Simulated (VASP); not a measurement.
# MoH3 (P6_322) in VASP: notebook

Runs on MoH3. Level: PBE. Tasks: single point, relaxation of cell and atoms.

Everything below comes from runs of VASP 6.6.1. Logs are shortened: lines on timing, memory, paths and dates and some standing lists are left out, and cuts for length are marked.

### 1 The cell of the first run

The structure is hexagonal, space group P6_322 (No. 182). Conventional cell: a = 4.719 Å, b = 4.719 Å, c = 2.838 Å, α = 90.00°, β = 90.00°, γ = 120.00°. Within 2.5 Å of H (site symmetry 2) lie 2 Mo at 1.84 Å and 8 H at 1.95 to 2.48 Å. Mo (site symmetry 32) has 6 H at 1.84 Å within 2.4 Å.

The cell was built from a structure type or drawn by symmetry, and may not be a known phase.

### 2 Single point, PBE, collinear spin

The input, INCAR:

```
SYSTEM = MoH3
PREC = Accurate ; ENCUT = 520
EDIFF = 1E-7 ; ISMEAR = 0
SIGMA = 0.1 ; LREAL = .False.
LASPH = .True. ; NELM = 150
ALGO = Normal ; ISIF = 2
LWAVE = .False. ; LCHARG = .False.
ISPIN = 2 ; MAGMOM = 0 0 0 0 0 0 1 1
LORBIT = 11 ; LMAXMIX = 4
GGA = PE ; NBANDS = 31
```

The input, KPOINTS:

```
regular mesh
0
Gamma
  6 6 6
  0 0 0
```

The input, POSCAR:

```
MoH3
1.0
    4.7194855777      0.0000000000      0.0000000000
   -2.3597427889      4.0871944031      0.0000000000
    0.0000000000      0.0000000000      2.8379360019
H Mo
6 2
Direct
    0.2844489877      0.0000000000      0.0000000000
    0.0000000000      0.2844489877      0.0000000000
    0.7155510123      0.7155510123      0.0000000000
    0.7155510123      0.0000000000      0.5000000000
    0.0000000000      0.7155510123      0.5000000000
    0.2844489877      0.2844489877      0.5000000000
    0.3333333333      0.6666666667      0.2500000000
    0.6666666667      0.3333333333      0.7500000000
```

Potentials or basis: VASP PAW PBE potentials, release 64 (H, Mo_sv).

The run is started by

```sh
$ cat potpaw_PBE.64/H/POTCAR potpaw_PBE.64/Mo_sv/POTCAR > POTCAR
$ mpirun -np 1 vasp_std > vasp.out
```

OUTCAR:

```text
SYSTEM = MoH3
   PREC = Accurate
   ENCUT = 520
   EDIFF = 1E-7
   ISMEAR = 0
   LREAL = .False.
   LASPH = .True.
   NELM = 150
   ISIF = 2
   ISPIN = 2
   LORBIT = 11
   GGA = PE

 ion  position               nearest neighbor table
   1  0.284  0.000  0.000-   7 1.84   8 1.84
   2  0.000  0.284  0.000-   8 1.84   7 1.84
   3  0.716  0.716  0.000-   7 1.84   8 1.84
   4  0.716  0.000  0.500-   8 1.84   7 1.84
   5  0.000  0.716  0.500-   7 1.84   8 1.84
   6  0.284  0.284  0.500-   8 1.84   7 1.84
   7  0.333  0.667  0.250-   5 1.84   1 1.84   4 1.84   2 1.84   3 1.84   6 1.84   8 3.07   8 3.07
                             8 3.07   8 3.07   8 3.07   8 3.07
   8  0.667  0.333  0.750-   2 1.84   4 1.84   1 1.84   5 1.84   6 1.84   3 1.84   7 3.07   7 3.07
                             7 3.07   7 3.07   7 3.07   7 3.07

  LATTYP: Found a hexagonal cell.
 ALAT       =     4.7194855777
 C/A-ratio  =     0.6013231644

  Lattice vectors:

 A1 = (   4.7194855777,   0.0000000000,   0.0000000000)
 A2 = (  -2.3597427889,   4.0871944031,   0.0000000000)
 A3 = (   0.0000000000,   0.0000000000,   2.8379360019)

Analysis of symmetry for initial positions (statically):
=====================================================================
 Subroutine PRICEL returns:
 Original cell was already a primitive cell.

 Routine SETGRP: Setting up the symmetry group for a
 hexagonal supercell.

 Subroutine GETGRP returns: Found 12 space group operations
 (whereof  6 operations were pure point group operations)
 out of a pool of 24 trial point group operations.

The static configuration has the point symmetry D_3 .
 The point group associated with its full space group is D_6 .

Analysis of symmetry for dynamics (positions and initial velocities):
=====================================================================
 Subroutine PRICEL returns:
 Original cell was already a primitive cell.

 Routine SETGRP: Setting up the symmetry group for a
 hexagonal supercell.

 Subroutine GETGRP returns: Found 12 space group operations
 (whereof  6 operations were pure point group operations)
 out of a pool of 24 trial point group operations.

The dynamic configuration has the point symmetry D_3 .
 The point group associated with its full space group is D_6 .

Analysis of structural, dynamic, and magnetic symmetry:
=====================================================================
 Subroutine PRICEL returns:
 Original cell was already a primitive cell.

 Routine SETGRP: Setting up the symmetry group for a
 hexagonal supercell.

[... 160 lines left out ...]
  ext. energy  EPLUGINS =         0.00000000
  ---------------------------------------------------
  free energy    TOTEN  =       -39.72832671 eV

  energy without entropy =      -39.70627050  energy(sigma->0) =      -39.71729860

 E-fermi :   7.0758     XC(G=0): -11.6940

 val. band max:        7.0357456840   @ k =   0.1667   0.1667   0.0000
 cond. band min:       7.0796477154   @ k =   0.3333   0.1667   0.1667
 fundamental gap:      0.0439020314
 Fermi energy:         7.0757773282

 spin component 1

 k-point     1 :       0.0000    0.0000    0.0000
  band No.  band energies     occupation
      1     -53.9552      1.00000
      2     -53.8675      1.00000
      3     -28.2135      1.00000
      4     -28.2135      1.00000
      5     -27.8792      1.00000
      6     -27.8792      1.00000
[... 757 lines left out ...]
     28      16.4168      0.00000
     29      20.2547      0.00000

 [... further k-points ...]

 spin component 2

 k-point     1 :       0.0000    0.0000    0.0000
  band No.  band energies     occupation
      1     -53.9551      1.00000
      2     -53.8675      1.00000
      3     -28.2134      1.00000
      4     -28.2134      1.00000
      5     -27.8791      1.00000
      6     -27.8791      1.00000
[... 757 lines left out ...]
     28      16.4168      0.00000
     29      20.2548      0.00000

 [... further k-points ...]

 [bands above 29 left out]

------------------------ aborting loop because EDIFF is reached ----------------------------------------

  FORCE on cell =-STRESS in cart. coord.  units (eV):
  Direction    XX          YY          ZZ          XY          YZ          ZX
  --------------------------------------------------------------------------------------
  -------------------------------------------------------------------------------------
  Total        0.1163750      0.1163750     -0.2160106     -0.0000000     -0.0000000      0.0000000
  in kB        3.4060243      3.4060243     -6.3221256     -0.0000000     -0.0000000      0.0000000
  external PRESSURE =       0.1633077 kB  Pullay stress =       0.0000000 kB

 VOLUME and BASIS-vectors are now :
 -----------------------------------------------------------------------------
  energy-cutoff  :      520.00
  volume of cell :       54.74
      direct lattice vectors                 reciprocal lattice vectors
     4.719485578  0.000000000  0.000000000     0.211887500  0.122333305  0.000000000
    -2.359742789  4.087194403  0.000000000     0.000000000  0.244666610  0.000000000
     0.000000000  0.000000000  2.837936002     0.000000000  0.000000000  0.352368764

 POSITION                                       TOTAL-FORCE (eV/Angst)
 -----------------------------------------------------------------------------------
      1.34245      0.00000      0.00000         0.010202      0.000000      0.000000
     -0.67123      1.16260      0.00000        -0.005101      0.008835      0.000000
      1.68852      2.92460      0.00000        -0.005101     -0.008835      0.000000
      3.37703      0.00000      1.41897        -0.010202      0.000000      0.000000
     -1.68852      2.92460      1.41897         0.005101     -0.008835      0.000000
      0.67123      1.16260      1.41897         0.005101      0.008835     -0.000000
     -0.00000      2.72480      0.70948         0.000000     -0.000000      0.000000
      2.35974      1.36240      2.12845        -0.000000      0.000000     -0.000000
 -----------------------------------------------------------------------------------
    total drift:                               -0.000000      0.000000     -0.000000

  FREE ENERGIE OF THE ION-ELECTRON SYSTEM (eV)
  ---------------------------------------------------
  free  energy   TOTEN  =       -39.7283267074 eV

  energy  without entropy=      -39.7062704975  energy(sigma->0) =      -39.71729860

 total charge

# of ion       s       p       d       tot
------------------------------------------
    1        0.531   0.020   0.000   0.551
    2        0.531   0.020   0.000   0.551
    3        0.531   0.020   0.000   0.551
    4        0.531   0.020   0.000   0.551
    5        0.531   0.020   0.000   0.551
    6        0.531   0.020   0.000   0.551
    7        2.297   6.209   3.942  12.447
    8        2.297   6.209   3.942  12.447
--------------------------------------------------
tot          7.780  12.535   7.883  28.199

 magnetization (x)

# of ion       s       p       d       tot
------------------------------------------
    1        0.000   0.000   0.000   0.000
    2        0.000   0.000   0.000   0.000
    3        0.000   0.000   0.000   0.000
    4        0.000   0.000   0.000   0.000
    5        0.000   0.000   0.000   0.000
    6        0.000   0.000   0.000   0.000
    7        0.000   0.000   0.000   0.000
    8        0.000   0.000   0.000   0.000
--------------------------------------------------
tot          0.000   0.000   0.000   0.000
```

stdout:

```text
POSCAR found type information on POSCAR H Mo
 POSCAR found :  2 types and       8 ions
 scaLAPACK will be used
 LDA part: xc-table for (Slater+PW92), standard interpolation
 POSCAR, INCAR and KPOINTS ok, starting setup
 FFT: planning ... GRIDC
 FFT: planning ... GRID_SOFT
 FFT: planning ... GRID
 WAVECAR not read
 entering main loop
```

Wall time 62 s (1 thread of AMD EPYC 9R45 (Zen 5), shared host); peak memory 0.21 GiB.

Results:

- Free energy: -39.7283 eV
- Pressure: 0.0 GPa
- Largest force: 0.010 eV/Å
- Band gap on the k mesh: zero (filled and empty bands overlap)
- Net moment: 0.00 μB per cell
- Valence electrons inside the program's atomic spheres: H 0.55; Mo 12.45

Forces in eV/Å, atoms in the order of the input:
```
H    0.010  0.000  0.000
H   -0.005  0.009  0.000
H   -0.005 -0.009  0.000
H   -0.010  0.000  0.000
H    0.005 -0.009  0.000
H    0.005  0.009  0.000
Mo   0.000  0.000  0.000
Mo   0.000  0.000  0.000
```

Stress tensor (GPa, compression positive):
```
 0.34  0.00  0.00
 0.00  0.34  0.00
 0.00  0.00 -0.63
```

Caveat: the k points lie up to 0.37 Å⁻¹ apart, too coarse for converged energies and pressures of a metal.

### 3 Relaxation of cell and atoms, PBE

The input, INCAR:

```
SYSTEM = MoH3
  PREC = Accurate
  ENCUT = 600
  EDIFF = 1E-6
  ISMEAR = 0
  SIGMA = 0.1
  LREAL = .False.
  LASPH = .True.
  NELM = 80
  ALGO = Normal
  ISIF = 3
  LWAVE = .False.
  LCHARG = .False.
  GGA = PE
  IBRION = 2
  NSW = 100
  EDIFFG = -0.01
```

The input, KPOINTS:

```
regular mesh
0
Gamma
  6 6 12
  0 0 0
```

POSCAR is that of step 2.

Potentials or basis: VASP PAW PBE potentials, release 64 (H, Mo_sv).

The run is started by

```sh
$ cat potpaw_PBE.64/H/POTCAR potpaw_PBE.64/Mo_sv/POTCAR > POTCAR
$ mpirun -np 1 vasp_std > vasp.out
```

OUTCAR:

```text
SYSTEM = MoH3
   PREC = Accurate
   ENCUT = 600
   EDIFF = 1E-6
   ISMEAR = 0
   LREAL = .False.
   LASPH = .True.
   NELM = 80
   ISIF = 3
   GGA = PE
   IBRION = 2
   NSW = 100
   EDIFFG = -0.01

 ion  position               nearest neighbor table
   1  0.284  0.000  0.000-   7 1.84   8 1.84
   2  0.000  0.284  0.000-   8 1.84   7 1.84
   3  0.716  0.716  0.000-   7 1.84   8 1.84
   4  0.716  0.000  0.500-   8 1.84   7 1.84
   5  0.000  0.716  0.500-   7 1.84   8 1.84
   6  0.284  0.284  0.500-   8 1.84   7 1.84
   7  0.333  0.667  0.250-   5 1.84   1 1.84   4 1.84   2 1.84   3 1.84   6 1.84   8 3.07   8 3.07
                             8 3.07   8 3.07   8 3.07   8 3.07
   8  0.667  0.333  0.750-   2 1.84   4 1.84   1 1.84   5 1.84   6 1.84   3 1.84   7 3.07   7 3.07
                             7 3.07   7 3.07   7 3.07   7 3.07

  LATTYP: Found a hexagonal cell.
 ALAT       =     4.7194855777
 C/A-ratio  =     0.6013231644

  Lattice vectors:

 A1 = (   4.7194855777,   0.0000000000,   0.0000000000)
 A2 = (  -2.3597427889,   4.0871944031,   0.0000000000)
 A3 = (   0.0000000000,   0.0000000000,   2.8379360019)

Analysis of symmetry for initial positions (statically):
=====================================================================
 Subroutine PRICEL returns:
 Original cell was already a primitive cell.

 Routine SETGRP: Setting up the symmetry group for a
 hexagonal supercell.

 Subroutine GETGRP returns: Found 12 space group operations
 (whereof  6 operations were pure point group operations)
 out of a pool of 24 trial point group operations.

The static configuration has the point symmetry D_3 .
 The point group associated with its full space group is D_6 .

Analysis of symmetry for dynamics (positions and initial velocities):
=====================================================================
 Subroutine PRICEL returns:
 Original cell was already a primitive cell.
[... 142 lines left out ...]
  volume/ion in A,a.u.               =       6.84        46.18
  Fermi-wavevector in a.u.,A,eV,Ry     =   1.396777  2.639525 26.544761  1.950985
  Thomas-Fermi vector in A             =   2.520098
   LORBIT       =      0    0 simple, 1 ext, 2 COOP (PROOUT), +10 PAW based schemes
   GGA     = PE    functional components
   LHFCALC =     F    Hartree Fock is set to
   AEXX    =    0.0000 exact exchange contribution
   IVDW    =     0    specifies the selected vdW correction
   LEPSILON=     F    determine dielectric tensor
   LRPA    =     F    only Hartree local field effects (RPA)
 conjugate gradient relaxation of ions
 non-spin polarized calculation
 Gauss-broadening in eV      SIGMA  =   0.10
  energy-cutoff  :      600.00
  volume of cell :       54.74
 maximum number of plane-waves:      1848
 NGX is ok and might be reduce to    40
   NGX = 19   NGY = 19   NGZ = 11

--------------------------------------- Ionic step        1  -------------------------------------------

 number of electron      34.0000000 magnetization

 Free energy of the ion-electron system (eV)
  ---------------------------------------------------
  ext. energy  EPLUGINS =         0.00000000
  ---------------------------------------------------
  free energy    TOTEN  =       -39.67253389 eV

  energy without entropy =      -39.65449093  energy(sigma->0) =      -39.66351241

------------------------ aborting loop because EDIFF is reached ----------------------------------------

  FORCE on cell =-STRESS in cart. coord.  units (eV):
  Direction    XX          YY          ZZ          XY          YZ          ZX
  --------------------------------------------------------------------------------------
  -------------------------------------------------------------------------------------
  Total        0.0069938      0.0069938      0.1939396     -0.0000000      0.0000000      0.0000000
  in kB        0.2046913      0.2046913      5.6761601     -0.0000000      0.0000000      0.0000000
  external PRESSURE =       2.0285142 kB  Pullay stress =       0.0000000 kB
[... 113 lines left out ...]
--------------------------------------- Ionic step        4  -------------------------------------------

 number of electron      34.0000000 magnetization

 Free energy of the ion-electron system (eV)
  ---------------------------------------------------
  ext. energy  EPLUGINS =         0.00000000
  ---------------------------------------------------
  free energy    TOTEN  =       -39.67280268 eV

  energy without entropy =      -39.65452783  energy(sigma->0) =      -39.66366525

 E-fermi :   7.0297     XC(G=0): -11.6864

 val. band max:        7.0031506823   @ k =   0.3333   0.1667   0.2500
 cond. band min:       7.0535863921   @ k =   0.3333   0.1667   0.1667
 fundamental gap:      0.0504357097
 Fermi energy:         7.0296866372

 k-point     1 :       0.0000    0.0000    0.0000
  band No.  band energies     occupation
      1     -53.9689      2.00000
      2     -53.8814      2.00000
      3     -28.2227      2.00000
      4     -28.2227      2.00000
      5     -27.8894      2.00000
      6     -27.8894      2.00000
[... 589 lines left out ...]
     21      10.1909      0.00000
     22      11.0088      0.00000

 [... further k-points ...]
[... 5 lines left out ...]
  --------------------------------------------------------------------------------------
  -------------------------------------------------------------------------------------
  Total        0.0068990      0.0068990      0.0233471     -0.0000000      0.0000000      0.0000000
  in kB        0.2015923      0.2015923      0.6822191     -0.0000000      0.0000000      0.0000000
  external PRESSURE =       0.3618012 kB  Pullay stress =       0.0000000 kB
[... 23 lines left out ...]
  FREE ENERGIE OF THE ION-ELECTRON SYSTEM (eV)
  ---------------------------------------------------
  free  energy   TOTEN  =       -39.6728026773 eV

  energy  without entropy=      -39.6545278318  energy(sigma->0) =      -39.66366525

 reached required accuracy - stopping structural energy minimisation
```

OSZICAR:

```text
N       E                     dE             d eps       ncg     rms          rms(c)
DAV:   1     0.344563768545E+03    0.34456E+03   -0.22327E+04  2188   0.171E+03
DAV:   2    -0.308622518699E+02   -0.37543E+03   -0.36671E+03  2402   0.467E+02
[... 24 lines left out ...]
   3 F= -.39672739E+02 E0= -.39663645E+02  d E =-.204971E-03
       N       E                     dE             d eps       ncg     rms          rms(c)
DAV:   1    -0.396733137548E+02   -0.57406E-03   -0.16082E-02  2156   0.117E+00    0.168E-01
DAV:   2    -0.396728449229E+02    0.46883E-03   -0.13604E-03  2228   0.288E-01    0.458E-02
DAV:   3    -0.396728058641E+02    0.39059E-04   -0.86331E-05  2548   0.708E-02    0.209E-02
DAV:   4    -0.396728023490E+02    0.35151E-05   -0.20485E-05  2536   0.305E-02    0.477E-03
DAV:   5    -0.396728026773E+02   -0.32829E-06   -0.22107E-06  1776   0.114E-02
   4 F= -.39672803E+02 E0= -.39663665E+02  d E =-.638217E-04
```

Run time: 72 s. Hardware: 1 thread of AMD EPYC 9R45 (Zen 5), shared host; peak memory 0.2 GiB.

What came out:

| Quantity | Value |
| --- | --- |
| Free energy | -39.6728 eV |
| Relaxed volume | 6.85 Å³/atom |
| Relaxed cell | a = 4.717 Å, b = 4.717 Å, c = 2.845 Å, α = 90.00°, β = 90.00°, γ = 120.00° |
| Space group after relaxing (to 0.1 Å) | P6_322 (No. 182) |
| Energy gained by relaxing | 0.0 meV/atom |
| Ionic steps | 4 |
| Pressure after relaxing | 0.0 GPa |
| Band gap on the k mesh | zero (bands 17 and 18 overlap by 2.18 eV) |

The path:
| step | energy change (eV) | largest force (eV/Å) | pressure (GPa) | volume (Å³) |
| --- | --- | --- | --- | --- |
| 1 | 0.0000 | 0.0019 | 0.20 | 54.74 |
| 2 | -0.0002 | 0.0045 | -0.03 | 54.81 |
| 3 | -0.0002 | 0.0064 | -0.15 | 54.86 |
| 4 | -0.0003 | 0.0010 | 0.04 | 54.83 |

Final structure:
```
CELL_PARAMETERS angstrom
4.71713 0.00000 0.00000
-2.35857 4.08516 0.00000
0.00000 0.00000 2.84533
ATOMIC_POSITIONS crystal
H 0.28456 0.00000 0.00000
H 0.00000 0.28457 0.00000
H 0.71544 0.71543 0.00000
H 0.71544 0.00000 0.50000
H 0.00000 0.71543 0.50000
H 0.28457 0.28457 0.50000
Mo 0.33333 0.66667 0.25000
Mo 0.66667 0.33333 0.75000
```
